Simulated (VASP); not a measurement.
Runs of VASP 6.6.1 on Be. The structure is that of space group P6_3/mmc (No. 194), or close to it. The cells are those of the table. 

```csv
task,cell,cutoff (eV),gap on the mesh (eV),pressure (GPa)
relaxation of shape and atoms at fixed volume,"relaxed from a = 2.166, b = 2.166, c = 3.427 Å, angles 90.0, 90.0, 120.0°, 2 atoms",600,none,19.6
single point,"a = 2.340, b = 2.340, c = 3.670 Å, angles 90.0, 90.0, 120.0°, 2 atoms",520,none,-9.9
single point,"a = 2.165, b = 2.165, c = 3.429 Å, angles 90.0, 90.0, 120.0°, 2 atoms",520,none,19.6
single point,"a = 2.309, b = 2.309, c = 3.630 Å, angles 90.0, 90.0, 120.0°, 2 atoms",520,none,(a)
relaxation of shape and atoms at fixed volume,"relaxed from a = 2.216, b = 2.216, c = 3.497 Å, angles 90.0, 90.0, 120.0°, 2 atoms",600,none,8.6
```

Alike in all rows: level PBE; potentials or basis VASP PAW PBE potentials, release 64 (Be); no spin polarisation; k mesh 21 × 21 × 12; smearing gaussian 0.1 eV.

Fill in the values left out.

(a) -6.4.

Caveats: the cell stands under tension (at least some runs); the cell stands under pressure (at least some runs).

A gap of «none» marks levels without a gap at the run's occupations.
